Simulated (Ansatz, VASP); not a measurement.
## Two plane-wave programs on ZrH

```
CELL_PARAMETERS angstrom
3.24279 0.00000 0.00000
0.00000 3.24279 0.00000
0.00000 0.00000 4.94800
ATOMIC_POSITIONS crystal
Zr 0.01090 0.48910 0.00000
Zr 0.51090 0.98910 0.50000
H 0.00000 0.00000 0.75000
H 0.00000 0.00000 0.25000
```

Change from the starting cell: all Zr atoms moved +0.050 Å, as atom 1 along Cartesian [1 -1 0].

Alike in both runs: task single point; functional PBEsol; k mesh 14 × 14 × 10; occupations gaussian, width 0.15 eV; no spin polarisation.

|  | VASP | Ansatz |
| --- | --- | --- |
| version | VASP 6.6.1 | Ansatz 0.2.0 |
| potentials or method | VASP PAW PBE potentials, release 64 (Zr_sv, H), cutoff 520 eV | scalar-relativistic, plane waves, PAW |
| valence electrons in the cell | 26 | 26 |

```csv
,VASP,Ansatz,Ansatz less VASP
gap on the k mesh at the Fermi level (eV),none,none,-
pressure (GPa),-2.5,-2.5,-0.04
"traceless stress, the component that is largest in VASP (GPa)",1.07,1.07,0.000
rms of the force components (eV/Å),0.158,0.158,-0.0001
```

VASP's potentials were made for PBE, not for PBEsol. Atom by atom the forces differ by 0.000 eV/Å (rms over components). A gap of «none» marks a metal or a gap that the smearing closes.
